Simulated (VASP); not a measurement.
A run of VASP 6.6.1:

File POSCAR:

```
TiH
1.0
    0.0000000000      2.0896972200      2.0896972200
    2.0896972200      0.0000000000      2.0896972200
    2.0896972200      2.0896972200      0.0000000000
Ti H
1 1
Direct
   -0.0239269113     -0.0239269113      0.0239269113
    0.5000000000      0.5000000000      0.5000000000
```

File INCAR.step1:

```
ALGO = Normal ; EDIFF = 1E-4
ENCUT = 520 ; GGA = PE
ISMEAR = 0 ; LASPH = True
LCHARG = False ; LREAL = False
LWAVE = True ; NBANDS = 14
NELM = 100 ; PREC = Accurate
SIGMA = 0.15
```

The input INCAR.step2:

```
ALGO = Normal ; EDIFF = 1E-6
ENCUT = 520 ; ISIF = 2
ISMEAR = 0 ; ISTART = 1
LASPH = True ; LCHARG = False
LMIXTAU = True ; LREAL = False
LWAVE = False ; METAGGA = R2SCAN
NBANDS = 14 ; NELM = 100
PREC = Accurate ; SIGMA = 0.15
```

The input KPOINTS:

```
k-points
0
Gamma
  20 20 20
```

Potentials or basis: VASP PAW PBE potentials, release 64 (Ti_sv, H).

The run is started by

```sh
$ cat potpaw_PBE.64/Ti_sv/POTCAR potpaw_PBE.64/H/POTCAR > POTCAR
$ cp INCAR.step1 INCAR
$ mpirun -np 1 vasp_std > vasp.out
$ cp INCAR.step2 INCAR
$ mpirun -np 1 vasp_std > vasp.out
```

Hardware: 1 thread of Intel Xeon 8259CL, on a shared host.

**Question.** How long does it take, and how much memory?

**Answer.** Wall time 11 min on 1 thread of Intel Xeon 8259CL, on a shared host, peak memory 0.29 GiB. Counts: k points 641.
